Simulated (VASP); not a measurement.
# CoO (Imm2) in VASP: single point with PBEsol

Aim: the single point of CoO with PBEsol.

All numbers are computed with VASP 6.6.1; they aren't measurements. Logs are shortened: lines on timing, memory, paths and dates and some standing lists are left out, and cuts for length are marked.

## 1. The cell of the first run

The structure is orthorhombic, space group Imm2 (No. 44). Conventional cell: a = 3.016 Å, b = 4.214 Å, c = 3.016 Å, α = 90.00°, β = 90.00°, γ = 90.00°. Co (site symmetry mm2) has 4 O at 1.81 to 2.17 Å within 2.4 Å. Within 2.4 Å of O (site symmetry mm2) lie 4 Co at 1.81 to 2.17 Å.

## 2. Single point, PBEsol, collinear spin, ferromagnetic start (all O atoms moved -0.500 Å, as atom 2 along Cartesian [0 1 0])

INCAR

```
PREC     = Accurate       # precision mode
ENCUT    = 520            # plane-wave cutoff, eV
EDIFF    = 1E-7           # SCF threshold, eV
ISMEAR   = 0              # smearing method
SIGMA    = 0.15           # smearing width, eV
LREAL    = False          # projectors in reciprocal space
LASPH    = True           # aspherical terms in the spheres
NELM     = 150            # most SCF steps
ALGO     = Normal         # electronic algorithm
ISIF     = 2              # what is computed and relaxed
LWAVE    = False          # write WAVECAR
LCHARG   = False          # write CHGCAR
ISPIN    = 2              # spin polarisation
MAGMOM   = 2.71 0.36      # initial moments
LORBIT   = 11             # projections on sites
LMAXMIX  = 4              # l up to which the mixer works
GGA      = PS             # functional
NBANDS   = 18             # bands
```

KPOINTS

```
Automatic mesh
0
Gamma
  22 22 22
```

POSCAR

```
CoO
1.0
   -1.5080001529      1.5080001529      2.1072499549
    1.5080001529     -1.5080001529      2.1072499549
    1.5080001529      1.5080001529     -2.1072499549
Co O
1 1
Direct
    0.0000000000      0.0000000000      0.0000000000
    0.3342175234      0.5000000000     -0.1657824766
```

Potentials or basis: VASP PAW PBE potentials, release 64 (Co, O).

Run with:

```sh
$ cat potpaw_PBE.64/Co/POTCAR potpaw_PBE.64/O/POTCAR > POTCAR
$ mpirun -np 1 vasp_std > vasp.out
```

OUTCAR:

```text
PREC = Accurate
   ENCUT = 520
   EDIFF = 1E-7
   ISMEAR = 0
   LREAL = False
   LASPH = True
   NELM = 150
   ISIF = 2
   ISPIN = 2
   LORBIT = 11
   GGA = PS

 ion  position               nearest neighbor table
   1  0.000  0.000  0.000-   2 1.81   2 1.81   2 2.17   2 2.17   2 2.51   2 2.51
   2  0.334  0.500  0.834-   1 1.81   1 1.81   1 2.17   1 2.17   1 2.51   1 2.51

  LATTYP: Found a body centered tetragonal cell.
 ALAT       =     3.0160003058
 C/A-ratio  =     1.3973804650

  Lattice vectors:

 A1 = (  -1.5080001529,   1.5080001529,   2.1072499549)
 A2 = (   1.5080001529,  -1.5080001529,   2.1072499549)
 A3 = (   1.5080001529,   1.5080001529,  -2.1072499549)

Analysis of symmetry for initial positions (statically):
=====================================================================
 Subroutine PRICEL returns:
 Original cell was already a primitive cell.

 Routine SETGRP: Setting up the symmetry group for a
 body centered tetragonal supercell.

 Subroutine GETGRP returns: Found  4 space group operations
 (whereof  4 operations were pure point group operations)
 out of a pool of 16 trial point group operations.

The static configuration has the point symmetry C_2v.

Analysis of symmetry for dynamics (positions and initial velocities):
=====================================================================
 Subroutine PRICEL returns:
 Original cell was already a primitive cell.

 Routine SETGRP: Setting up the symmetry group for a
 body centered tetragonal supercell.

 Subroutine GETGRP returns: Found  4 space group operations
 (whereof  4 operations were pure point group operations)
 out of a pool of 16 trial point group operations.

The dynamic configuration has the point symmetry C_2v.

Analysis of structural, dynamic, and magnetic symmetry:
=====================================================================
 Subroutine PRICEL returns:
 Original cell was already a primitive cell.

 Routine SETGRP: Setting up the symmetry group for a
 body centered tetragonal supercell.

 Subroutine GETGRP returns: Found  4 space group operations
 (whereof  4 operations were pure point group operations)
 out of a pool of 16 trial point group operations.

The overall configuration has the point symmetry C_2v.

 Subroutine INISYM returns: Found  4 space group operations
 (whereof  4 operations are pure point group operations),
 and found     1 'primitive' translations

----------------------------------------------------------------------------------------

                                     Primitive cell
[... 114 lines left out ...]
  Thomas-Fermi vector in A             =   2.619048
   LORBIT       =     11    0 simple, 1 ext, 2 COOP (PROOUT), +10 PAW based schemes
   GGA     = PS    functional components
   LHFCALC =     F    Hartree Fock is set to
   AEXX    =    0.0000 exact exchange contribution
   IVDW    =     0    specifies the selected vdW correction
   LEPSILON=     F    determine dielectric tensor
   LRPA    =     F    only Hartree local field effects (RPA)
 spin polarized calculation
 Gauss-broadening in eV      SIGMA  =   0.15
  energy-cutoff  :      520.00
  volume of cell :       19.17
 maximum number of plane-waves:       533
   NGX = 11   NGY = 11   NGZ = 11

 number of electron      15.0000005 magnetization       2.8229982

 Free energy of the ion-electron system (eV)
  ---------------------------------------------------
  ext. energy  EPLUGINS =         0.00000000
  ---------------------------------------------------
  free energy    TOTEN  =       -13.70946826 eV

  energy without entropy =      -13.67976785  energy(sigma->0) =      -13.69461806

 E-fermi :   8.0514     XC(G=0): -12.6299

 val. band max:        8.0512687808   @ k =  -0.0455   0.3636   0.3636
 cond. band min:       8.0522770755   @ k =  -0.0909  -0.2273  -0.2273
 fundamental gap:      0.0010082947
 Fermi energy:         8.0514366198

 spin component 1

 k-point     1 :       0.0000    0.0000    0.0000
  band No.  band energies     occupation
      1     -12.7600      1.00000
      2       1.9372      1.00000
      3       2.2818      1.00000
      4       2.9856      1.00000
      5       4.8044      1.00000
      6       5.1793      1.00000
[... 493 lines left out ...]
     17      30.8530      0.00000
     18      32.1456      0.00000

 [... further k-points ...]

 Fermi energy:         8.0514366198

 spin component 2

 k-point     1 :       0.0000    0.0000    0.0000
  band No.  band energies     occupation
      1     -12.1766      1.00000
      2       3.1270      1.00000
      3       3.4867      1.00000
      4       4.0877      1.00000
      5       6.7758      1.00000
      6       7.4772      1.00000
[... 493 lines left out ...]
     17      31.5278      0.00000
     18      32.8984      0.00000

 [... further k-points ...]

------------------------ aborting loop because EDIFF is reached ----------------------------------------

  FORCE on cell =-STRESS in cart. coord.  units (eV):
  Direction    XX          YY          ZZ          XY          YZ          ZX
  --------------------------------------------------------------------------------------
  -------------------------------------------------------------------------------------
  Total        3.4798901      1.1256726     -1.2341221      0.0000000      0.0000000      0.0000000
  in kB      290.8689024     94.0900820   -103.1549044      0.0000000      0.0000000      0.0000000
  external PRESSURE =      93.9346933 kB  Pullay stress =       0.0000000 kB

 VOLUME and BASIS-vectors are now :
 -----------------------------------------------------------------------------
  energy-cutoff  :      520.00
  volume of cell :       19.17
      direct lattice vectors                 reciprocal lattice vectors
    -1.508000153  1.508000153  2.107249955     0.000000000  0.331564953  0.237276076
     1.508000153 -1.508000153  2.107249955     0.331564953  0.000000000  0.237276076
     1.508000153  1.508000153 -2.107249955     0.331564953  0.331564953  0.000000000

 POSITION                                       TOTAL-FORCE (eV/Angst)
 -----------------------------------------------------------------------------------
      0.00000      0.00000      0.00000        -0.000000     -1.799652     -0.000000
      1.50800      1.00800      0.00000         0.000000      1.799652      0.000000
 -----------------------------------------------------------------------------------
    total drift:                                0.000001     -0.000197      0.000001

  FREE ENERGIE OF THE ION-ELECTRON SYSTEM (eV)
  ---------------------------------------------------
  free  energy   TOTEN  =       -13.7094682608 eV

  energy  without entropy=      -13.6797678541  energy(sigma->0) =      -13.69461806

 total charge

# of ion       s       p       d       tot
------------------------------------------
    1        0.364   0.472   7.268   8.105
    2        1.558   3.437   0.000   4.995
--------------------------------------------------
tot          1.922   3.910   7.268  13.100

 magnetization (x)

# of ion       s       p       d       tot
------------------------------------------
    1        0.022   0.045   2.339   2.405
    2        0.026   0.310   0.000   0.336
--------------------------------------------------
tot          0.048   0.355   2.339   2.741
```

OSZICAR:

```text
N       E                     dE             d eps       ncg     rms          rms(c)
DAV:   1     0.775347607204E+02    0.77535E+02   -0.67932E+03114772   0.968E+02
DAV:   2    -0.116713160528E+02   -0.89206E+02   -0.77027E+02116048   0.224E+02
[... 11 lines left out ...]
DAV:  14    -0.137094725089E+02    0.24552E-04   -0.12939E-04159730   0.128E-01    0.349E-02
DAV:  15    -0.137094734561E+02   -0.94725E-06   -0.50514E-05149952   0.655E-02    0.217E-02
DAV:  16    -0.137094681450E+02    0.53111E-05   -0.24265E-05147732   0.457E-02    0.866E-03
DAV:  17    -0.137094685336E+02   -0.38856E-06   -0.37436E-06161546   0.204E-02    0.963E-03
DAV:  18    -0.137094682808E+02    0.25281E-06   -0.57201E-07 86600   0.104E-02    0.461E-03
DAV:  19    -0.137094682608E+02    0.19995E-07   -0.59689E-07129254   0.957E-03
   1 F= -.13709468E+02 E0= -.13694618E+02  d E =-.297004E-01  mag=     2.8230
```

stdout:

```text
POSCAR found type information on POSCAR CoO
 POSCAR found :  2 types and       2 ions
 scaLAPACK will be used
 -----------------------------------------------------------------------------
|                                                                             |
|                                                                             |
|     You enforced a specific xc type in the INCAR file but a different       |
|     I HOPE YOU KNOW WHAT YOU ARE DOING!                                     |
|                                                                             |
 -----------------------------------------------------------------------------

 LDA part: xc-table for (Slater+PW92), standard interpolation
 POSCAR, INCAR and KPOINTS ok, starting setup
 FFT: planning ... GRIDC
 FFT: planning ... GRID_SOFT
 FFT: planning ... GRID
 WAVECAR not read
 entering main loop
```

Wall time 28 min (1 thread of Oxide Virtual Turin-like, shared host); peak memory 0.78 GiB.

Results:

```
Free energy                                           : -13.7095 eV
Pressure                                              : 9.4 GPa
Largest force                                         : 1.800 eV/Å
Net moment                                            : 2.82 μB per cell
Site moments                                          : Co +2.40; O +0.34 μB
Valence electrons inside the program's atomic spheres : Co 8.11; O 5.00
```

Forces on the atoms (eV/Å):
```
Co   0.000 -1.800  0.000
O    0.000  1.800  0.000
```

Stress tensor (GPa, compression positive):
```
 29.09   0.00   0.00
  0.00   9.41   0.00
  0.00   0.00 -10.32
```

Levels at points of the mesh, in eV from the Fermi level:
Spin up:
| k point | band 6 | band 7 | band 8 | band 9 | band 10 | band 11 | band 12 | band 13 |
| --- | --- | --- | --- | --- | --- | --- | --- | --- |
| (0.00, 0.00, 0.00) | -2.87 | -1.40 | -0.74 | -0.59 | 0.76 | 15.38 | 17.15 | 17.88 |
| (0.50, 0.00, 0.00) | -2.30 | -1.78 | -0.29 | 0.46 | 5.51 | 8.28 | 13.76 | 13.91 |
| (0.00, 0.50, 0.00) | -2.49 | -1.90 | -1.63 | -0.27 | 5.69 | 8.45 | 14.09 | 15.03 |
| (0.50, 0.50, 0.00) | -2.49 | -2.20 | -2.07 | -1.83 | 4.83 | 10.33 | 10.44 | 16.35 |
| (0.50, 0.50, 0.50) | -2.16 | -2.10 | -1.49 | -1.43 | 5.15 | 9.57 | 10.33 | 15.72 |
Spin down:
```csv
k point,band 4,band 5,band 6,band 7,band 8,band 9
"(0.00, 0.00, 0.00)",-3.96,-1.28,-0.57,0.39,0.73,1.65
"(0.50, 0.00, 0.00)",-4.92,-0.36,-0.05,0.24,1.86,2.79
"(0.00, 0.50, 0.00)",-4.19,-0.79,-0.37,0.26,0.57,1.97
"(0.50, 0.50, 0.00)",-4.71,-0.97,-0.03,0.17,0.32,0.71
"(0.50, 0.50, 0.50)",-5.44,-0.06,0.04,0.25,0.47,1.09
```

Caveat: the cell differs from its parent crystal (all O atoms moved -0.500 Å, as atom 2 along Cartesian [0 1 0]); the stress differs along the axes, from -10 to 29 GPa; the PAW data sets were made with another functional, which shifts forces and pressure a little; a cell with one magnetic atom can't hold antiferromagnetic order, which such compounds often take; semilocal functionals often make such compounds metallic where correlation or magnetic order opens a gap, which also shifts bond lengths.
